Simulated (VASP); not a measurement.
# HfC3 (Pm-3m) in VASP: further runs

Runs on HfC3. Level: PBE. Tasks: single point.

Program: VASP 6.6.1. These are calculated values, not measurements. Logs are shortened: lines on timing, memory, paths and dates and some standing lists are left out, and cuts for length are marked.

### 1 The cell of the first run

The structure is cubic, space group Pm-3m (No. 221). The conventional cell has a = 3.373 Å, b = 3.373 Å, c = 3.373 Å, α = 90.00°, β = 90.00°, γ = 90.00°. Hf (site symmetry m-3m) has 12 C at 2.39 Å within 3.2 Å. Within 3.2 Å of C (site symmetry 4/mmm) lie 4 Hf at 2.39 Å and 8 C at 2.39 Å.

### 2 Single point, PBE

Input file INCAR:

```
PREC = Accurate
ENCUT = 520
EDIFF = 1E-6
ISMEAR = 0
SIGMA = 0.1
LREAL = False
LASPH = True
NELM = 80
ALGO = Normal
ISIF = 2
LWAVE = False
LCHARG = False
GGA = PE
NBANDS = 19
```

Input file KPOINTS:

```
Automatic mesh
0
Gamma
  6 6 6
```

Input file POSCAR:

```
HfC3
1.0
    3.3734410910      0.0000000000      0.0000000000
    0.0000000000      3.3734410910      0.0000000000
    0.0000000000      0.0000000000      3.3734410910
Hf C
1 3
Direct
    0.0000000000      0.0000000000      0.0000000000
    0.0000000000      0.5000000000      0.5000000000
    0.5000000000      0.0000000000      0.5000000000
    0.5000000000      0.5000000000      0.0000000000
```

Potentials or basis: VASP PAW PBE potentials, release 64 (Hf_pv, C).

Command:

```console
cat potpaw_PBE.64/Hf_pv/POTCAR potpaw_PBE.64/C/POTCAR > POTCAR
mpirun -np 1 vasp_std > vasp.out
```

OUTCAR:

```text
PREC = Accurate
   ENCUT = 520
   EDIFF = 1E-6
   ISMEAR = 0
   LREAL = False
   LASPH = True
   NELM = 80
   ISIF = 2
   GGA = PE

 ion  position               nearest neighbor table
   1  0.000  0.000  0.000-   2 2.39   3 2.39   4 2.39   2 2.39   3 2.39   2 2.39   4 2.39   2 2.39
                             3 2.39   4 2.39   3 2.39   4 2.39
   2  0.000  0.500  0.500-   1 2.39   1 2.39   1 2.39   1 2.39
   3  0.500  0.000  0.500-   1 2.39   1 2.39   1 2.39   1 2.39
   4  0.500  0.500  0.000-   1 2.39   1 2.39   1 2.39   1 2.39

  LATTYP: Found a simple cubic cell.
 ALAT       =     3.3734410910

  Lattice vectors:

 A1 = (   3.3734410910,   0.0000000000,   0.0000000000)
 A2 = (   0.0000000000,   3.3734410910,   0.0000000000)
 A3 = (   0.0000000000,   0.0000000000,   3.3734410910)

Analysis of symmetry for initial positions (statically):
=====================================================================
 Subroutine PRICEL returns:
 Original cell was already a primitive cell.

 Routine SETGRP: Setting up the symmetry group for a
 simple cubic supercell.

 Subroutine GETGRP returns: Found 48 space group operations
 (whereof 48 operations were pure point group operations)
 out of a pool of 48 trial point group operations.

The static configuration has the point symmetry O_h .

Analysis of symmetry for dynamics (positions and initial velocities):
=====================================================================
 Subroutine PRICEL returns:
 Original cell was already a primitive cell.

 Routine SETGRP: Setting up the symmetry group for a
 simple cubic supercell.

 Subroutine GETGRP returns: Found 48 space group operations
 (whereof 48 operations were pure point group operations)
 out of a pool of 48 trial point group operations.

The dynamic configuration has the point symmetry O_h .

 Subroutine INISYM returns: Found 48 space group operations
 (whereof 48 operations are pure point group operations),
 and found     1 'primitive' translations

----------------------------------------------------------------------------------------

                                     Primitive cell

  volume of cell :      38.3901

  direct lattice vectors                    reciprocal lattice vectors
     3.373441091  0.000000000  0.000000000     0.296433218  0.000000000  0.000000000
     0.000000000  3.373441091  0.000000000     0.000000000  0.296433218  0.000000000
     0.000000000  0.000000000  3.373441091     0.000000000  0.000000000  0.296433218

  length of vectors
     3.373441091  3.373441091  3.373441091     0.296433218  0.296433218  0.296433218

  position of ions in fractional coordinates (direct lattice)
     0.000000000  0.000000000  0.000000000
     0.000000000  0.500000000  0.500000000
     0.500000000  0.000000000  0.500000000
     0.500000000  0.500000000  0.000000000

  ion indices of the primitive-cell ions
   primitive index   ion index
                 1           1
                 2           2
                 3           3
                 4           4

----------------------------------------------------------------------------------------

 KPOINTS: Automatic mesh

Automatic generation of k-mesh.
 Grid dimensions read from file:
 generate k-points for:    6    6    6

 Generating k-lattice:

  Cartesian coordinates                     Fractional coordinates (reciprocal lattice)
     0.049405536  0.000000000  0.000000000     0.166666667  0.000000000  0.000000000
     0.000000000  0.049405536  0.000000000     0.000000000  0.166666667  0.000000000
     0.000000000  0.000000000  0.049405536     0.000000000  0.000000000  0.166666667

  Length of vectors
     0.049405536  0.049405536  0.049405536

  Shift w.r.t. Gamma in fractional coordinates (k-lattice)
     0.000000000  0.000000000  0.000000000

 Subroutine IBZKPT returns following result:
 ===========================================

 Found     20 irreducible k-points:

 Following reciprocal coordinates:
            Coordinates               Weight
  0.000000  0.000000  0.000000      1.000000
  0.166667  0.000000  0.000000      6.000000
  0.333333  0.000000  0.000000      6.000000
  0.500000  0.000000  0.000000      3.000000
  0.166667  0.166667  0.000000     12.000000
  0.333333  0.166667  0.000000     24.000000
[... 12 lines left out ...]
  0.500000  0.500000  0.333333      6.000000
  0.500000  0.500000  0.500000      1.000000
   k-points           NKPTS =     20   k-points in BZ     NKDIM =     20   number of bands    NBANDS=     19
   number of dos      NEDOS =    301   number of ions     NIONS =      4
   total plane-waves  NPLWV =  21952
   dimension x,y,z NGX =    28 NGY =   28 NGZ =   28
   dimension x,y,z NGXF=    56 NGYF=   56 NGZF=   56
   ions per type =               1   3
   NGX,Y,Z   is equivalent  to a cutoff of  13.80, 13.80, 13.80 a.u.
   NGXF,Y,Z  is equivalent  to a cutoff of  27.60, 27.60, 27.60 a.u.
 SYSTEM =  unknown system
   PREC   = accura    normal or accurate (medium, high low for compatibility)
   ISTART =      0    job   : 0-new  1-cont  2-samecut
   ICHARG =      2    charge: 1-file 2-atom 10-const
   ISPIN  =      1    spin polarized calculation?
   LNONCOLLINEAR =      F non collinear calculations
   LSORBIT =      F    spin-orbit coupling
   LASPH  =      T    aspherical Exc in radial PAW
   ENCUT  =  520.0 eV  38.22 Ry    6.18 a.u.   6.27  6.27  6.27*2*pi/ulx,y,z
   NELM   =     80;   NELMIN=  2; NELMDL= -5     # of ELM steps
   EDIFF  = 0.1E-05   stopping-criterion for ELM
   LREAL  =      F    real-space projection
   EDIFFG = 0.1E-04   stopping-criterion for IOM
   NSW    =      0    number of steps for IOM
   IBRION =     -1    ionic relax: 0-MD 1-quasi-New 2-CG
   NFREE  =      0    steps in history (QN), initial steepest desc. (CG)
   ISIF   =      2    stress and relaxation
   ISYM   =      2    0-nonsym 1-usesym 2-fastsym
   POTIM  = 0.5000    time-step for ionic-motion
   TEBEG  =    0.0;   TEEND  =   0.0 temperature during run
   PSTRESS=    0.0 pullay stress
   NELECT =      22.0000    total number of electrons
   NUPDOWN=      -1.0000    fix difference up-down
   EMIN   =  10.00;   EMAX   =-10.00  energy-range for DOS
   EFERMI =   0.00;   METHOD = LEGACY
   ISMEAR =     0;   SIGMA  =   0.10  broadening in eV -4-tet -1-fermi 0-gaus
   EFERMI_NEDOS =   21; number of points for ismear=-14 and -15
   IALGO  =     38    algorithm
   IMIX   =      4    mixing-type and parameters
     AMIX     =   0.40;   BMIX     =  1.00
     AMIX_MAG =   1.60;   BMIX_MAG =  1.00
  volume/ion in A,a.u.               =       9.60        64.77
  Fermi-wavevector in a.u.,A,eV,Ry     =   1.359803  2.569655 25.158038  1.849064
  Thomas-Fermi vector in A             =   2.486519
   LORBIT       =      0    0 simple, 1 ext, 2 COOP (PROOUT), +10 PAW based schemes
   GGA     = PE    functional components
   LHFCALC =     F    Hartree Fock is set to
   AEXX    =    0.0000 exact exchange contribution
   IVDW    =     0    specifies the selected vdW correction
   LEPSILON=     F    determine dielectric tensor
   LRPA    =     F    only Hartree local field effects (RPA)
 non-spin polarized calculation
 Gauss-broadening in eV      SIGMA  =   0.10
  energy-cutoff  :      520.00
  volume of cell :       38.39
 maximum number of plane-waves:      1064
 NGX is ok and might be reduce to    28
   NGX = 13   NGY = 13   NGZ = 13

 number of electron      22.0000001 magnetization

 Free energy of the ion-electron system (eV)
  ---------------------------------------------------
  ext. energy  EPLUGINS =         0.00000000
  ---------------------------------------------------
  free energy    TOTEN  =       -30.65175114 eV

  energy without entropy =      -30.63859755  energy(sigma->0) =      -30.64517435

 E-fermi :   7.0381     XC(G=0): -12.6359

 val. band max:        7.0257283831   @ k =   0.5000   0.3333   0.1667
 cond. band min:       7.0893622159   @ k =   0.3333   0.1667   0.1667
 fundamental gap:      0.0636338329
 Fermi energy:         7.0380540376

 k-point     1 :       0.0000    0.0000    0.0000
  band No.  band energies     occupation
      1     -23.2881      2.00000
      2     -23.2881      2.00000
      3     -23.2881      2.00000
      4      -8.5142      2.00000
      5      -0.8911      2.00000
      6      -0.8911      2.00000
[... 11 lines left out ...]
     18      11.4844      0.00000
     19      11.4844      0.00000

 k-point     2 :       0.1667    0.0000    0.0000
  band No.  band energies     occupation
      1     -23.3749      2.00000
      2     -23.2783      2.00000
      3     -23.2783      2.00000
      4      -8.1185      2.00000
      5      -1.7474      2.00000
      6      -0.6322      2.00000
[... 11 lines left out ...]
     18      12.0091      0.00000
     19      12.1777      0.00000

 k-point     3 :       0.3333    0.0000    0.0000
  band No.  band energies     occupation
      1     -23.5433      2.00000
      2     -23.2587      2.00000
      3     -23.2587      2.00000
      4      -7.0266      2.00000
      5      -3.5290      2.00000
      6       0.0928      2.00000
[... 11 lines left out ...]
     18      14.4109      0.00000
     19      14.9039      0.00000

 k-point     4 :       0.5000    0.0000    0.0000
  band No.  band energies     occupation
      1     -23.6250      2.00000
      2     -23.2488      2.00000
      3     -23.2488      2.00000
      4      -5.5934      2.00000
      5      -5.2423      2.00000
      6       0.7614      2.00000
[... 11 lines left out ...]
     18      15.3734      0.00000
     19      16.5356      0.00000

 k-point     5 :       0.1667    0.1667    0.0000
  band No.  band energies     occupation
      1     -23.3690      2.00000
      2     -23.3587      2.00000
      3     -23.2687      2.00000
      4      -7.7422      2.00000
      5      -1.7409      2.00000
      6      -1.2725      2.00000
[... 11 lines left out ...]
     18      12.0900      0.00000
     19      12.4840      0.00000

 k-point     6 :       0.3333    0.1667    0.0000
  band No.  band energies     occupation
      1     -23.5300      2.00000
      2     -23.3414      2.00000
      3     -23.2494      2.00000
      4      -6.7106      2.00000
      5      -3.3037      2.00000
      6      -1.0170      2.00000
[... 11 lines left out ...]
     18      13.5361      0.00000
     19      14.9733      0.00000

 k-point     7 :       0.5000    0.1667    0.0000
  band No.  band energies     occupation
      1     -23.6105      2.00000
      2     -23.3304      2.00000
      3     -23.2397      2.00000
      4      -5.4707      2.00000
      5      -4.8344      2.00000
      6      -0.7079      2.00000
[... 11 lines left out ...]
     18      14.9421      0.00000
     19      15.5121      0.00000

 k-point     8 :       0.3333    0.3333    0.0000
  band No.  band energies     occupation
      1     -23.5078      2.00000
      2     -23.4980      2.00000
      3     -23.2308      2.00000
      4      -5.8915      2.00000
      5      -2.7966      2.00000
      6      -2.6431      2.00000
[... 168 lines left out ...]
 k-point    16 :       0.5000    0.5000    0.1667
  band No.  band energies     occupation
      1     -23.5539      2.00000
      2     -23.5539      2.00000
      3     -23.2898      2.00000
      4      -4.6311      2.00000
      5      -3.0840      2.00000
      6      -3.0840      2.00000
[... 11 lines left out ...]
     18      14.7853      0.00000
     19      16.0378      0.00000

 k-point    17 :       0.3333    0.3333    0.3333
  band No.  band energies     occupation
      1     -23.4740      2.00000
      2     -23.4617      2.00000
      3     -23.4617      2.00000
      4      -5.0225      2.00000
      5      -2.8547      2.00000
      6      -2.8547      2.00000
[... 11 lines left out ...]
     18      13.1125      0.00000
     19      15.8756      0.00000

 k-point    18 :       0.5000    0.3333    0.3333
  band No.  band energies     occupation
      1     -23.5416      2.00000
      2     -23.4572      2.00000
      3     -23.4495      2.00000
      4      -4.4339      2.00000
      5      -3.4307      2.00000
      6      -2.9366      2.00000
[... 11 lines left out ...]
     18      14.2562      0.00000
     19      14.4424      0.00000

 k-point    19 :       0.5000    0.5000    0.3333
  band No.  band energies     occupation
      1     -23.5282      2.00000
      2     -23.5282      2.00000
      3     -23.4413      2.00000
      4      -3.9805      2.00000
      5      -3.3570      2.00000
      6      -3.3570      2.00000
[... 11 lines left out ...]
     18      13.9521      0.00000
     19      14.5932      0.00000

 k-point    20 :       0.5000    0.5000    0.5000
  band No.  band energies     occupation
      1     -23.5152      2.00000
      2     -23.5152      2.00000
      3     -23.5152      2.00000
      4      -3.4939      2.00000
      5      -3.4939      2.00000
      6      -3.4939      2.00000
[... 11 lines left out ...]
     18      13.2042      0.00000
     19      13.9775      0.00000

------------------------ aborting loop because EDIFF is reached ----------------------------------------

  FORCE on cell =-STRESS in cart. coord.  units (eV):
  Direction    XX          YY          ZZ          XY          YZ          ZX
  --------------------------------------------------------------------------------------
  -------------------------------------------------------------------------------------
  Total       -0.3491912     -0.3491912     -0.3491912     -0.0000000     -0.0000000     -0.0000000
  in kB      -14.5731865    -14.5731865    -14.5731865     -0.0000000     -0.0000000     -0.0000000
  external PRESSURE =     -14.5731865 kB  Pullay stress =       0.0000000 kB

 VOLUME and BASIS-vectors are now :
 -----------------------------------------------------------------------------
  energy-cutoff  :      520.00
  volume of cell :       38.39
      direct lattice vectors                 reciprocal lattice vectors
     3.373441091  0.000000000  0.000000000     0.296433218  0.000000000  0.000000000
     0.000000000  3.373441091  0.000000000     0.000000000  0.296433218  0.000000000
     0.000000000  0.000000000  3.373441091     0.000000000  0.000000000  0.296433218

 POSITION                                       TOTAL-FORCE (eV/Angst)
 -----------------------------------------------------------------------------------
      0.00000      0.00000      0.00000         0.000000      0.000000      0.000000
      0.00000      1.68672      1.68672         0.000000      0.000000      0.000000
      1.68672      0.00000      1.68672         0.000000      0.000000      0.000000
      1.68672      1.68672      0.00000         0.000000      0.000000      0.000000
 -----------------------------------------------------------------------------------
    total drift:                               -0.000000      0.000000      0.000000

  FREE ENERGIE OF THE ION-ELECTRON SYSTEM (eV)
  ---------------------------------------------------
  free  energy   TOTEN  =       -30.6517511382 eV

  energy  without entropy=      -30.6385975547  energy(sigma->0) =      -30.64517435
```

It took 10 s on 1 thread of Intel Xeon Platinum 8488C (Sapphire Rapids), shared host; peak memory 0.16 GiB.

Results:

| Quantity | Value |
| --- | --- |
| Free energy | -30.6518 eV |
| Pressure | -1.5 GPa |
| Band gap on the k mesh | zero (bands 11 and 12 overlap by 4.85 eV) |

Levels at points of the mesh, in eV from the Fermi level:
```
           k point  band 9  band 10  band 11  band 12  band 13  band 14
(0.00, 0.00, 0.00)   -4.17     0.68     0.68     0.68     3.10     3.10
(0.50, 0.00, 0.00)   -4.26    -0.83    -0.83    -0.28     0.95     2.66
(0.50, 0.50, 0.00)   -3.36    -1.36    -0.48     0.11     0.11     2.27
(0.50, 0.50, 0.50)   -4.61    -4.61     4.04     4.04     4.04     4.84
```

Caveat: spin-orbit coupling is left out, which moves the levels of the heavy elements.

### 3 Single point, PBE

This run uses another cell than the first one, of 10.33 Å³/atom.

Input file INCAR:

```
PREC     = Accurate       # precision mode
ENCUT    = 520            # plane-wave cutoff, eV
EDIFF    = 1E-6           # SCF threshold, eV
ISMEAR   = 0              # smearing method
SIGMA    = 0.1            # smearing width, eV
LREAL    = F              # projectors in reciprocal space
LASPH    = T              # aspherical terms in the spheres
NELM     = 100            # most SCF steps
ALGO     = Normal         # electronic algorithm
ISIF     = 2              # what is computed and relaxed
LWAVE    = F              # write WAVECAR
LCHARG   = F              # write CHGCAR
GGA      = PE             # functional
NBANDS   = 19             # bands
```

KPOINTS is that of step 2.

Input file POSCAR:

```
HfC3
1.0
    3.4570425756      0.0000000000      0.0000000000
    0.0000000000      3.4570425756      0.0000000000
    0.0000000000      0.0000000000      3.4570425756
Hf C
1 3
Direct
    0.0000000000      0.0000000000      0.0000000000
    0.0000000000      0.5000000000      0.5000000000
    0.5000000000      0.0000000000      0.5000000000
    0.5000000000      0.5000000000      0.0000000000
```

Potentials or basis: VASP PAW PBE potentials, release 64 (Hf_pv, C).

Command:

```console
cat potpaw_PBE.64/Hf_pv/POTCAR potpaw_PBE.64/C/POTCAR > POTCAR
mpirun -np 1 vasp_std > vasp.out
```

It took 11 s on 1 thread of Intel Xeon Platinum 8488C (Sapphire Rapids), shared host; peak memory 0.16 GiB.

Results (log left out):

```yaml
Free_energy: -30.4958 eV
Pressure: -14.9 GPa
Band_gap_on_the_k_mesh: zero (bands 11 and 12 overlap by 4.51 eV)
```

Levels at points of the mesh, in eV from the Fermi level:
```csv
k point,band 9,band 10,band 11,band 12,band 13,band 14
"(0.00, 0.00, 0.00)",-3.84,0.75,0.75,0.75,2.99,2.99
"(0.50, 0.00, 0.00)",-3.82,-0.71,-0.71,-0.45,0.95,2.57
"(0.50, 0.50, 0.00)",-3.01,-1.28,-0.28,0.05,0.05,2.17
"(0.50, 0.50, 0.50)",-4.39,-4.39,3.83,3.83,3.83,4.57
```

Caveat: the cell stands under tension; spin-orbit coupling is left out, which moves the levels of the heavy elements.

The gap in the log of VASP goes by the Fermi energy; the results here count the filled bands.